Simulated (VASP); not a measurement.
Set up this calculation in VASP 6.6.1, as the native input.

```yaml
Task: single point
Functional: r2SCAN
Potentials_or_basis: VASP PAW PBE potentials, release 64 (Sn_d, Se)
Cutoff: 520 eV
k_mesh: 8 × 8 × 8
Occupations: fermi-dirac, width 0.02 eV
Spin: no spin polarisation
Dipole_correction: no
Further_INCAR_settings: ALGO = Normal; EDIFF = 1e-06; NBANDS = 17
```

The system is SnSe.

```
Sn Se
1.0
    -0.04170    2.99043    2.99043
     2.99043   -0.04170    2.99043
     2.99043    2.99043   -0.04170
Sn Se
1 1
Direct
  0.00000 0.00000 0.00000
  0.50000 0.50000 0.50000
```

This cell differs from its parent crystal: epitaxial 111 strain +1.0%.

One way to write it, as run:

POSCAR

```
SnSe
1.0
   -0.0417030803      2.9904312050      2.9904312050
    2.9904312050     -0.0417030803      2.9904312050
    2.9904312050      2.9904312050     -0.0417030803
Sn Se
1 1
Direct
    0.0000000000      0.0000000000      0.0000000000
    0.5000000000      0.5000000000      0.5000000000
```

INCAR.step1

```
ALGO     = Normal         # electronic algorithm
EDIFF    = 1E-4           # SCF threshold, eV
ENCUT    = 520            # plane-wave cutoff, eV
GGA      = PE             # functional
ISMEAR   = -1             # smearing method
LASPH    = T              # aspherical terms in the spheres
LCHARG   = F              # write CHGCAR
LREAL    = F              # projectors in reciprocal space
LWAVE    = T              # write WAVECAR
NBANDS   = 17             # bands
NELM     = 60             # most SCF steps
PREC     = Accurate       # precision mode
SIGMA    = 0.02           # smearing width, eV
```

INCAR.step2

```
ALGO     = Normal         # electronic algorithm
EDIFF    = 1E-6           # SCF threshold, eV
ENCUT    = 520            # plane-wave cutoff, eV
ISIF     = 2              # what is computed and relaxed
ISMEAR   = -1             # smearing method
ISTART   = 1            
LASPH    = T              # aspherical terms in the spheres
LCHARG   = F              # write CHGCAR
LMIXTAU  = T            
LREAL    = F              # projectors in reciprocal space
LWAVE    = F              # write WAVECAR
METAGGA  = R2SCAN         # meta-GGA
NBANDS   = 17             # bands
NELM     = 60             # most SCF steps
PREC     = Accurate       # precision mode
SIGMA    = 0.02           # smearing width, eV
```

KPOINTS

```
k-points
0
Gamma
  8 8 8
```

Potentials or basis: VASP PAW PBE potentials, release 64 (Sn_d, Se).

Launch:

```bash
$ cat potpaw_PBE.64/Sn_d/POTCAR potpaw_PBE.64/Se/POTCAR > POTCAR
$ cp INCAR.step1 INCAR
$ mpirun -np 1 vasp_std > vasp.out
$ cp INCAR.step2 INCAR
$ mpirun -np 1 vasp_std > vasp.out
```

It gave:

```json
{
 "Pressure": "-0.2 GPa",
 "Band gap on the k mesh": "0.31 eV (least direct gap 0.45 eV)"
}
```

Caveat: the cell differs from its parent crystal (epitaxial 111 strain +1.0%); the structure was generated, so it needn't be the stable form of SnSe; semilocal functionals underestimate gaps, and a narrow one can read as zero; the PAW data sets were made with another functional, which shifts forces and pressure a little; spin-orbit coupling is left out, which moves the levels of the heavy elements.

It took 64 s on 1 thread of Intel(R) Xeon(R) 6975P-C (Granite Rapids) (shared host), peak memory 0.22 GiB.
